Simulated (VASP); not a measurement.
MgO: single point with PBEsol

MgO:

```
CELL_PARAMETERS angstrom
3.34869 0.00000 0.00000
-1.67435 2.90005 0.00000
0.00000 0.00000 4.88473
ATOMIC_POSITIONS crystal
Mg 0.33333 0.66667 0.01547
Mg 0.66667 0.33333 0.51547
O 0.33333 0.66667 0.40094
O 0.66667 0.33333 0.90094
```

This cell differs from its parent crystal: c/a of the conventional cell at fixed volume 1.4587.

* Program: VASP 6.6.1
* Task: single point
* Functional: PBEsol
* Potentials or basis: VASP PAW PBE potentials, release 64 (Mg, O)
* Cutoff: 520 eV
* k mesh: 9 × 9 × 6
* Occupations: gaussian, width 0.05 eV
* Spin: no spin polarisation

```json
{
  "Pressure": "0.9 GPa",
  "Largest force": "1.077 eV/Å",
  "Band gap on the k mesh": "3.37 eV, direct"
}
```

Forces in eV/Å, atoms in the order of the input:
```
Mg   0.000  0.000 -1.077
Mg   0.000  0.000 -1.077
O    0.000  0.000  1.077
O    0.000  0.000  1.077
```

Stress tensor (GPa, compression positive):
```
-4.64  0.00  0.00
 0.00 -4.64  0.00
 0.00  0.00 11.85
```

Levels at points of the mesh, in eV from the valence-band top:
| k point | band 4 | band 5 | band 6 | band 7 | band 8 | band 9 | band 10 | band 11 | band 12 | band 13 |
| --- | --- | --- | --- | --- | --- | --- | --- | --- | --- | --- |
| (0.00, 0.00, 0.00) | -0.75 | -0.75 | -0.37 | -0.37 | 0.00 | 3.37 | 8.26 | 10.39 | 13.65 | 13.65 |
| (0.00, 0.00, 0.50) | -1.99 | -0.57 | -0.57 | -0.57 | -0.57 | 5.84 | 5.84 | 13.34 | 13.34 | 14.16 |

Wall time 72 s on 1 thread of AMD EPYC 7R13 (shared host), peak memory 0.16 GiB.

Caveat: the PAW data sets were made with another functional, which shifts forces and pressure a little. A k mesh can miss the band edges.
